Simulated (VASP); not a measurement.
# HoNbSe3 (P4/mmm) in VASP: notebook, part 2 of 2

VASP 6.6.1. The steps go on from the part before.

### 4 Single point, PBE, collinear spin, zero start

The input, INCAR:

```
SYSTEM = HoNbSe3
PREC = Accurate
ENCUT = 500
EDIFF = 1E-6
ISMEAR = 0
SIGMA = 0.1
LREAL = .FALSE.
LASPH = .TRUE.
NELM = 200
ALGO = Normal
ISIF = 2
LWAVE = .FALSE.
LCHARG = .FALSE.
ISPIN = 2
MAGMOM = 0 0 0 0 0
LORBIT = 11
LMAXMIX = 6
GGA = PE
NBANDS = 32
GGA_COMPAT = .FALSE.
```

The input, KPOINTS:

```
regular mesh
0
G
  4 4 2
  0 0 0
```

The input, POSCAR:

```
HoNbSe3
1.0
    4.0972825700      0.0000000000      0.0000000000
    0.0000000000      4.0972825700      0.0000000000
    0.0000000000      0.0000000000      8.5117680600
Ho Nb Se
1 1 3
Direct
    0.0000000000      0.0000000000      0.0000000000
    0.5000000000      0.5000000000      0.0000000000
    0.5000000000      0.5000000000      0.7756828700
    0.5000000000      0.5000000000      0.2243171300
    0.5000000000      0.5000000000      0.5000000000
```

The run is started by

```bash
$ cat potpaw_PBE.64/Ho_3/POTCAR potpaw_PBE.64/Nb_sv/POTCAR potpaw_PBE.64/Se/POTCAR > POTCAR
$ mpirun -np 1 vasp_std > vasp.out
```

Wall time 2.9 min (1 thread of Intel Xeon Platinum 8488C (Sapphire Rapids), shared host); peak memory 0.32 GiB.

It converged, with:

| Quantity | Value |
| --- | --- |
| Free energy | -17.0641 eV |
| Pressure | 31.8 GPa |
| Largest force | 17.125 eV/Å |
| Band gap on the k mesh | zero (filled and empty bands overlap) |
| Net moment | 0.00 μB per cell |
| Valence electrons inside the program's atomic spheres | Ho 8.14; Nb 11.87; Se 4.16, 3.83 (each value once) |

Forces on the atoms (eV/Å):
```
Ho    0.000   0.000   0.000
Nb    0.000   0.000   0.000
Se    0.000   0.000 -17.125
Se    0.000   0.000  17.125
Se    0.000   0.000   0.000
```

Stress tensor (GPa, compression positive):
```
 3.48  0.00  0.00
 0.00  3.48  0.00
 0.00  0.00 88.50
```

Levels at points of the mesh, in eV from the Fermi level:
Spin up:
```tsv
k point	band 18	band 19	band 20	band 21	band 22	band 23
(0.00, 0.00, 0.00)	-2.99	-1.81	-0.08	-0.08	1.13	2.31
(0.50, 0.00, 0.00)	-1.43	-0.11	0.40	0.58	1.23	1.24
(0.50, 0.50, 0.00)	-1.43	-1.33	-1.33	1.23	1.39	1.40
(0.00, 0.00, 0.50)	-1.81	-1.01	-1.01	0.00	1.14	2.65
(0.50, 0.00, 0.50)	-0.81	-0.35	0.08	0.40	0.85	2.00
(0.50, 0.50, 0.50)	-1.80	-1.77	0.58	1.31	1.39	2.74
```
Spin down:
```
           k point  band 18  band 19  band 20  band 21  band 22  band 23
(0.00, 0.00, 0.00)    -2.99    -1.81    -0.08    -0.08     1.13     2.31
(0.50, 0.00, 0.00)    -1.43    -0.11     0.40     0.58     1.23     1.24
(0.50, 0.50, 0.00)    -1.43    -1.33    -1.33     1.23     1.39     1.40
(0.00, 0.00, 0.50)    -1.81    -1.01    -1.01     0.00     1.14     2.65
(0.50, 0.00, 0.50)    -0.81    -0.35     0.08     0.40     0.85     2.00
(0.50, 0.50, 0.50)    -1.80    -1.77     0.58     1.31     1.39     2.74
```

Caveat: the k points lie up to 0.38 Å⁻¹ apart, too coarse for converged energies and pressures of a metal; the magnetic or orbital state may not be the lowest; no moment was typed at the start, so none could form; spin-orbit coupling is left out, which moves the levels of the heavy elements; the 4f electrons are frozen in the core, so they carry no moment and show no levels; forces of over 1 eV/Å act on the atoms, so gaps and moduli don't describe the material at rest. With open d or f shells a metallic result of PBE can be an artefact of self-interaction; +U or a hybrid may open a gap.

### 5 Relaxation of cell and atoms, PBE

The input, INCAR:

```
SYSTEM = HoNbSe3
ALGO = Normal
EDIFF = 1E-7
EDIFFG = -0.04
ENCUT = 500
GGA = PE
GGA_COMPAT = .FALSE.
IBRION = 2
ISIF = 3
ISMEAR = 0
LASPH = .TRUE.
LCHARG = .FALSE.
LMAXMIX = 6
LREAL = .FALSE.
LWAVE = .FALSE.
NELM = 200
NELMIN = 4
NSW = 90
PREC = Accurate
SIGMA = 0.1
```

The input, KPOINTS:

```
k-points
0
G
  4 4 2
  0 0 0
```

POSCAR is that of step 4.

Potentials or basis: VASP PAW PBE potentials, release 64 (Ho_3, Nb_sv, Se), 4f in core.

The run is started by

```bash
$ cat potpaw_PBE.64/Ho_3/POTCAR potpaw_PBE.64/Nb_sv/POTCAR potpaw_PBE.64/Se/POTCAR > POTCAR
$ mpirun -np 1 vasp_std > vasp.out
```

OUTCAR:

```text
SYSTEM = HoNbSe3
   EDIFF = 1E-7
   EDIFFG = -0.04
   ENCUT = 500
   GGA = PE
   IBRION = 2
   ISIF = 3
   ISMEAR = 0
   LASPH = .TRUE.
   LREAL = .FALSE.
   NELM = 200
   NELMIN = 4
   NSW = 90
   PREC = Accurate

 ion  position               nearest neighbor table
   1  0.000  0.000  0.000-   2 2.90   2 2.90   2 2.90   2 2.90
   2  0.500  0.500  0.000-   3 1.91   4 1.91   1 2.90   1 2.90   1 2.90   1 2.90
   3  0.500  0.500  0.776-   2 1.91   5 2.35
   4  0.500  0.500  0.224-   2 1.91   5 2.35
   5  0.500  0.500  0.500-   3 2.35   4 2.35

  LATTYP: Found a simple tetragonal cell.
 ALAT       =     4.0972825700
 C/A-ratio  =     2.0774178775

  Lattice vectors:

 A1 = (   4.0972825700,   0.0000000000,   0.0000000000)
 A2 = (   0.0000000000,   4.0972825700,   0.0000000000)
 A3 = (   0.0000000000,   0.0000000000,   8.5117680600)

Analysis of symmetry for initial positions (statically):
=====================================================================
 Subroutine PRICEL returns:
 Original cell was already a primitive cell.

 Routine SETGRP: Setting up the symmetry group for a
 simple tetragonal supercell.

 Subroutine GETGRP returns: Found 16 space group operations
 (whereof 16 operations were pure point group operations)
 out of a pool of 16 trial point group operations.

The static configuration has the point symmetry D_4h.

[... 164 lines left out ...]
  in kB       34.8227316     34.8227316    884.9621208      0.0000000      0.0000000      0.0000000
  external PRESSURE =     318.2025280 kB  Pullay stress =       0.0000000 kB
[... 98 lines left out ...]
  FREE ENERGIE OF THE ION-ELECTRON SYSTEM (eV)
  ---------------------------------------------------
  free  energy   TOTEN  =       -17.1831851259 eV

  energy  without entropy=      -17.1201629375  energy(sigma->0) =      -17.15167403

 E-fermi :  -0.4241     XC(G=0):  -6.9600

 val. band max:       -0.4444355382   @ k =   0.2500   0.0000   0.5000
 cond. band min:      -0.4198598327   @ k =   0.2500   0.2500   0.0000
 fundamental gap:      0.0245757056
 Fermi energy:        -0.4241376773

 k-point     1 :       0.0000    0.0000    0.0000
  band No.  band energies     occupation
      1     -55.3811      2.00000
      2     -31.6658      2.00000
      3     -31.3711      2.00000
      4     -31.3711      2.00000
      5     -24.5293      2.00000
      6     -24.1736      2.00000
[... 313 lines left out ...]
     23       0.4599      0.00000
     24       1.0938      0.00000

[... ionic steps 4 to 16 ...]

--------------------------------------- Ionic step       17  -------------------------------------------

 number of electron      40.0000003 magnetization

------------------------ aborting loop because EDIFF is reached ----------------------------------------
[... 73 lines left out ...]
--------------------------------------- Ionic step       19  -------------------------------------------

 number of electron      40.0000003 magnetization

 Free energy of the ion-electron system (eV)
  ---------------------------------------------------
  ext. energy  EPLUGINS =         0.00000000
  ---------------------------------------------------
  free energy    TOTEN  =       -24.42299854 eV

  energy without entropy =      -24.41701434  energy(sigma->0) =      -24.42000644

 E-fermi :   1.9285     XC(G=0):  -8.1705

 val. band max:        1.8467050126   @ k =   0.5000   0.0000   0.5000
 cond. band min:       2.0267381536   @ k =   0.2500   0.2500   0.5000
 fundamental gap:      0.1800331410
 Fermi energy:         1.9284908461

 k-point     1 :       0.0000    0.0000    0.0000
  band No.  band energies     occupation
      1     -52.8815      2.00000
      2     -29.2624      2.00000
      3     -28.9561      2.00000
      4     -28.9561      2.00000
      5     -22.6603      2.00000
      6     -22.2435      2.00000
[... 345 lines left out ...]
  FREE ENERGIE OF THE ION-ELECTRON SYSTEM (eV)
  ---------------------------------------------------
  free  energy   TOTEN  =       -24.4229985372 eV

  energy  without entropy=      -24.4170143377  energy(sigma->0) =      -24.42000644

 reached required accuracy - stopping structural energy minimisation
```

Wall time 18 min (1 thread of Intel Xeon Platinum 8488C (Sapphire Rapids), shared host); peak memory 0.26 GiB.

What came out:

* Free energy: -24.4230 eV
* Relaxed volume: 33.87 Å³/atom
* Relaxed cell: a = 4.168 Å, b = 4.168 Å, c = 9.750 Å, α = 90.00°, β = 90.00°, γ = 90.00°
* Space group after relaxing (to 0.1 Å): P4/mmm (No. 123)
* Energy gained by relaxing: 1471.8 meV/atom
* Ionic steps: 19
* Pressure after relaxing: 0.0 GPa
* Band gap on the k mesh: zero (bands 20 and 21 overlap by 0.94 eV)

Step by step:
| step | energy change (eV) | largest force (eV/Å) | pressure (GPa) | volume (Å³) |
| --- | --- | --- | --- | --- |
| 1 | 0.0000 | 17.1246 | 31.82 | 142.89 |
| 2 | 0.5674 | 1.5269 | -5.65 | 267.02 |
| 3 | -0.1191 | 1.3179 | -5.24 | 251.36 |
| 4 | -0.6539 | 1.0593 | -5.10 | 239.32 |
| 5 | -3.9547 | 2.1889 | -4.12 | 190.06 |
| 6 | -6.0135 | 5.0365 | 1.06 | 166.22 |
| 7 | -6.0334 | 4.9852 | 8.93 | 154.49 |
| 8 | -6.1699 | 5.3109 | 3.67 | 161.38 |
| 9 | -6.1867 | 5.3252 | 4.49 | 160.10 |
| 10 | -6.3948 | 1.4033 | -5.41 | 182.58 |
| 11 | -6.9281 | 2.2562 | -2.33 | 170.95 |
| 12 | -6.9324 | 2.3764 | -1.99 | 170.16 |
| 13 | -7.3338 | 0.1455 | 1.38 | 166.74 |
| 14 | -7.3446 | 0.3071 | 0.76 | 167.19 |
| 15 | -7.3445 | 0.2483 | 0.84 | 167.13 |
| 16 | -7.3577 | 0.1370 | -0.06 | 169.75 |
| 17 | -7.3587 | 0.0612 | 0.12 | 169.18 |
| 18 | -7.3589 | 0.0372 | -0.04 | 169.47 |
| 19 | -7.3589 | 0.0005 | 0.02 | 169.36 |

Final structure:
```cif
data_structure
_symmetry_space_group_name_H-M 'P 1'
_symmetry_Int_Tables_number 1
_cell_length_a 4.1678
_cell_length_b 4.1678
_cell_length_c 9.7496
_cell_angle_alpha 90.000
_cell_angle_beta 90.000
_cell_angle_gamma 90.000
_cell_volume 169.36
loop_
_atom_site_label
_atom_site_type_symbol
_atom_site_fract_x
_atom_site_fract_y
_atom_site_fract_z
_atom_site_occupancy
Ho1 Ho 0.00000 0.00000 0.00000 1
Nb1 Nb 0.50000 0.50000 0.00000 1
Se1 Se 0.50000 0.50000 0.75537 1
Se2 Se 0.50000 0.50000 0.24463 1
Se3 Se 0.50000 0.50000 0.50000 1
```

Levels at points of the mesh, in eV from the Fermi level:
| k point | band 17 | band 18 | band 19 | band 20 | band 21 | band 22 | band 23 | band 24 |
| --- | --- | --- | --- | --- | --- | --- | --- | --- |
| (0.00, 0.00, 0.00) | -2.03 | -2.03 | -1.49 | 0.17 | 0.17 | 1.42 | 1.42 | 1.73 |
| (0.50, 0.00, 0.00) | -1.67 | -1.03 | 0.18 | 0.35 | 0.48 | 0.95 | 1.34 | 1.43 |
| (0.50, 0.50, 0.00) | -1.48 | -1.10 | -0.97 | -0.97 | 0.62 | 0.62 | 1.39 | 1.79 |
| (0.00, 0.00, 0.50) | -1.51 | -1.50 | -1.49 | -0.58 | -0.58 | 1.12 | 2.00 | 2.00 |
| (0.50, 0.00, 0.50) | -1.43 | -1.03 | -0.34 | -0.08 | 0.48 | 0.96 | 1.57 | 1.81 |
| (0.50, 0.50, 0.50) | -1.63 | -1.48 | -1.10 | -1.09 | 1.34 | 1.34 | 1.37 | 1.39 |

Caveat: the k points lie up to 0.38 Å⁻¹ apart in the final cell, too coarse for converged energies and pressures of a metal; the volume moved by over 15 % at a fixed basis, so the end points are rough; spin-orbit coupling is left out, which moves the levels of the heavy elements; the 4f electrons are frozen in the core, so they carry no moment and show no levels; the run has no spin polarisation, though such a crystal can be magnetic. Spin polarisation is off, so any magnetic state and its effect on volume and gap are missing.

### 6 Single point, PBE

This run uses another cell than the first one, of 34.14 Å³/atom.

The input, INCAR:

```
SYSTEM = HoNbSe3
  ALGO = Normal
  EDIFF = 1E-6
  ENCUT = 500
  GGA = PE
  GGA_COMPAT = .False.
  ISIF = 2
  ISMEAR = 0
  LASPH = .True.
  LCHARG = .True.
  LELF = .True.
  LMAXMIX = 6
  LREAL = .False.
  LVHAR = .True.
  LWAVE = .False.
  NBANDS = 28
  NELM = 200
  PREC = Accurate
  SIGMA = 0.1
```

The input, KPOINTS:

```
k-points
0
Gamma
  10 10 4
  0 0 0
```

The input, POSCAR:

```
HoNbSe3
1.0
    4.1878472182      0.0000000000      0.0000000000
    0.0000000000      4.1878472182      0.0000000000
    0.0000000000      0.0000000000      9.7336035046
Ho Nb Se
1 1 3
Direct
    0.0000000000      0.0000000000      0.0000000000
    0.5000000000      0.5000000000      0.0000000000
    0.5000000000      0.5000000000      0.7551279151
    0.5000000000      0.5000000000      0.2448720849
    0.5000000000      0.5000000000      0.5000000000
```

Potentials or basis: VASP PAW PBE potentials, release 64 (Ho_3, Nb_sv, Se), 4f in core.

The run is started by

```bash
$ cat potpaw_PBE.64/Ho_3/POTCAR potpaw_PBE.64/Nb_sv/POTCAR potpaw_PBE.64/Se/POTCAR > POTCAR
$ mpirun -np 1 vasp_std > vasp.out
```

OUTCAR:

```text
SYSTEM = HoNbSe3
   EDIFF = 1E-6
   ENCUT = 500
   GGA = PE
   ISIF = 2
   ISMEAR = 0
   LASPH = .True.
   LREAL = .False.
   NELM = 200
   PREC = Accurate

 ion  position               nearest neighbor table
   1  0.000  0.000  0.000-   2 2.96   2 2.96   2 2.96   2 2.96
   2  0.500  0.500  0.000-   3 2.38   4 2.38   1 2.96   1 2.96   1 2.96   1 2.96
   3  0.500  0.500  0.755-   2 2.38   5 2.48
   4  0.500  0.500  0.245-   2 2.38   5 2.48
   5  0.500  0.500  0.500-   3 2.48   4 2.48

  LATTYP: Found a simple tetragonal cell.
[... 948 lines left out ...]
  -------------------------------------------------------------------------------------
  Total        0.0405450      0.0405450      0.0012008      0.0000000      0.0000000      0.0000000
  in kB        0.3805329      0.3805329      0.0112697      0.0000000      0.0000000      0.0000000
  external PRESSURE =       0.2574452 kB  Pullay stress =       0.0000000 kB

 VOLUME and BASIS-vectors are now :
 -----------------------------------------------------------------------------
  energy-cutoff  :      500.00
  volume of cell :      170.71
      direct lattice vectors                 reciprocal lattice vectors
     4.187847218  0.000000000  0.000000000     0.238786171  0.000000000  0.000000000
     0.000000000  4.187847218  0.000000000     0.000000000  0.238786171  0.000000000
     0.000000000  0.000000000  9.733603505     0.000000000  0.000000000  0.102736874

 POSITION                                       TOTAL-FORCE (eV/Angst)
 -----------------------------------------------------------------------------------
      0.00000      0.00000      0.00000        -0.000000      0.000000      0.000000
      2.09392      2.09392      0.00000        -0.000000      0.000000      0.000000
      2.09392      2.09392      7.35012         0.000000     -0.000000      0.011405
      2.09392      2.09392      2.38349        -0.000000     -0.000000     -0.011405
      2.09392      2.09392      4.86680        -0.000000      0.000000      0.000000
 -----------------------------------------------------------------------------------
    total drift:                                0.000000     -0.000000     -0.000000

  FREE ENERGIE OF THE ION-ELECTRON SYSTEM (eV)
  ---------------------------------------------------
  free  energy   TOTEN  =       -24.4303641757 eV

  energy  without entropy=      -24.4123697812  energy(sigma->0) =      -24.42136698
```

stdout:

```text
POSCAR found type information on POSCAR HoNbSe
 POSCAR found :  3 types and       5 ions
 scaLAPACK will be used
 LDA part: xc-table for (Slater+PW92), standard interpolation
 POSCAR, INCAR and KPOINTS ok, starting setup
 FFT: planning ... GRIDC
 FFT: planning ... GRID_SOFT
 FFT: planning ... GRID
 WAVECAR not read
 entering main loop
```

Wall time 5.6 min (1 thread of Intel Xeon Platinum 8488C (Sapphire Rapids), shared host); peak memory 0.44 GiB.

What came out:

```yaml
Free_energy: -24.4304 eV
Pressure: 0.0 GPa
Largest_force: 0.011 eV/Å
Band_gap_on_the_k_mesh: zero (bands 20 and 21 overlap by 1.04 eV)
```

Forces on the atoms (eV/Å):
```
Ho   0.000  0.000  0.000
Nb   0.000  0.000  0.000
Se   0.000  0.000  0.011
Se   0.000  0.000 -0.011
Se   0.000  0.000  0.000
```

Caveat: spin-orbit coupling is left out, which moves the levels of the heavy elements; the 4f electrons are frozen in the core, so they carry no moment and show no levels; the run has no spin polarisation, though such a crystal can be magnetic. With open d or f shells a metallic result of PBE can be an artefact of self-interaction; +U or a hybrid may open a gap.

### 7 Relaxation of cell and atoms, PBE

This run uses another cell than the first one, of 33.87 Å³/atom.

The input, INCAR:

```
SYSTEM = HoNbSe3
ALGO = Normal
EDIFF = 1E-7
EDIFFG = -0.01
ENCUT = 500
GGA = PE
GGA_COMPAT = .False.
IBRION = 2
ISIF = 3
ISMEAR = 0
LASPH = .True.
LCHARG = .False.
LMAXMIX = 6
LREAL = .False.
LWAVE = .False.
NELM = 200
NELMIN = 4
NSW = 100
PREC = Accurate
SIGMA = 0.1
```

KPOINTS is that of step 6.

The input, POSCAR:

```
HoNbSe3
1.0
    4.1691502238      0.0000000000      0.0000000000
    0.0000000000      4.1691502238      0.0000000000
    0.0000000000      0.0000000000      9.7425112854
Ho Nb Se
1 1 3
Direct
    0.0000000000      0.0000000000      0.0000000000
    0.5000000000      0.5000000000      0.0000000000
    0.5000000000      0.5000000000      0.7551025334
    0.5000000000      0.5000000000      0.2448974666
    0.5000000000      0.5000000000      0.5000000000
```

The run is started by

```bash
$ cat potpaw_PBE.64/Ho_3/POTCAR potpaw_PBE.64/Nb_sv/POTCAR potpaw_PBE.64/Se/POTCAR > POTCAR
$ mpirun -np 1 vasp_std > vasp.out
```

Wall time 22 min (1 thread of Intel Xeon Platinum 8488C (Sapphire Rapids), shared host); peak memory 0.43 GiB.

Results (log left out):

| Property | Result |
| --- | --- |
| Free energy | -24.4302 eV |
| Relaxed volume | 34.18 Å³/atom |
| Relaxed cell | a = 4.190 Å, b = 4.190 Å, c = 9.734 Å, α = 90.00°, β = 90.00°, γ = 90.00° |
| Space group after relaxing (to 0.1 Å) | P4/mmm (No. 123) |
| Energy gained by relaxing | 0.4 meV/atom |
| Ionic steps | 5 |
| Pressure after relaxing | 0.0 GPa |
| Band gap on the k mesh | zero (bands 20 and 21 overlap by 1.04 eV) |

Step by step:
```csv
step,energy change (eV),largest force (eV/Å),pressure (GPa),volume (Å³)
1,0.0000,0.0301,0.14,169.34
2,-0.0013,0.0460,0.24,170.09
3,-0.0013,0.0328,0.22,169.96
4,-0.0017,0.0186,-0.13,171.45
5,-0.0019,0.0000,0.00,170.90
```

Final structure:
```
CELL_PARAMETERS angstrom
4.19007 0.00000 0.00000
0.00000 4.19007 0.00000
0.00000 0.00000 9.73425
ATOMIC_POSITIONS crystal
Ho 0.00000 0.00000 0.00000
Nb 0.50000 0.50000 0.00000
Se 0.50000 0.50000 0.75519
Se 0.50000 0.50000 0.24481
Se 0.50000 0.50000 0.50000
```

Levels at points of the mesh, in eV from the Fermi level:
```
           k point  band 18  band 19  band 20  band 21  band 22  band 23
(0.00, 0.00, 0.00)    -1.92    -1.30     0.30     0.30     1.58     1.58
(0.50, 0.00, 0.00)    -0.88     0.31     0.50     0.63     1.14     1.48
(0.50, 0.50, 0.00)    -0.94    -0.82    -0.82     0.80     0.80     1.55
(0.00, 0.00, 0.50)    -1.33    -1.30    -0.45    -0.45     1.32     1.89
(0.50, 0.00, 0.50)    -0.88    -0.21     0.06     0.63     1.14     1.77
(0.50, 0.50, 0.50)    -1.32    -0.95    -0.94     1.53     1.53     1.55
```

Caveat: spin-orbit coupling is left out, which moves the levels of the heavy elements; the 4f electrons are frozen in the core, so they carry no moment and show no levels; the run has no spin polarisation, though such a crystal can be magnetic. With open d or f shells a metallic result of PBE can be an artefact of self-interaction; +U or a hybrid may open a gap.

### 8 Overview

| task | spin | cell | k mesh | gap on the mesh (eV) | pressure (GPa) | relaxed volume (Å³/atom) | largest force (eV/Å) |
| --- | --- | --- | --- | --- | --- | --- | --- |
| single point | off | a = 4.097, b = 4.097, c = 8.512 Å, 5 atoms, atomic positions A | 4 × 4 × 2 | none | 31.8 | - | 17.12 |
| single point | off | a = 4.169, b = 4.169, c = 9.743 Å, 5 atoms, atomic positions B | 4 × 4 × 2 | none | 0.1 | - | 0.05 |
| single point | collinear, zero start | a = 4.097, b = 4.097, c = 8.512 Å, 5 atoms, atomic positions A | 4 × 4 × 2 | none | 31.8 | - | 17.12 |
| relaxation of cell and atoms | off | relaxed from a = 4.097, b = 4.097, c = 8.512 Å, 5 atoms, atomic positions A | 4 × 4 × 2 | none | 0.0 | 33.87 | - |
| single point | off | a = 4.188, b = 4.188, c = 9.734 Å, 5 atoms, atomic positions B | 10 × 10 × 4 | none | 0.0 | - | 0.01 |
| relaxation of cell and atoms | off | relaxed from a = 4.169, b = 4.169, c = 9.743 Å, 5 atoms, atomic positions B | 10 × 10 × 4 | none | 0.0 | 34.18 | - |

Alike in all rows: level PBE; potentials or basis VASP PAW PBE potentials, release 64 (Ho_3, Nb_sv, Se), 4f in core; cutoff (eV) 500; smearing gaussian 0.1 eV.

Caveats: some runs use coarse meshes; spin-orbit coupling is left out, which moves the levels of the heavy elements; the 4f electrons are frozen in the core, so they carry no moment and show no levels; forces of over 1 eV/Å act on the atoms, so gaps and moduli don't describe the material at rest (at least some runs); the magnetic or orbital state may not be the lowest (at least some runs); no moment was typed at the start, so none could form (at least some runs); the volume moved by over 15 % at a fixed basis, so the end points are rough (at least some runs).

Total energies depend on the potentials used, so only differences within one code and one set of settings carry meaning.

The gap in the log of VASP goes by the Fermi energy; the results here count the filled bands.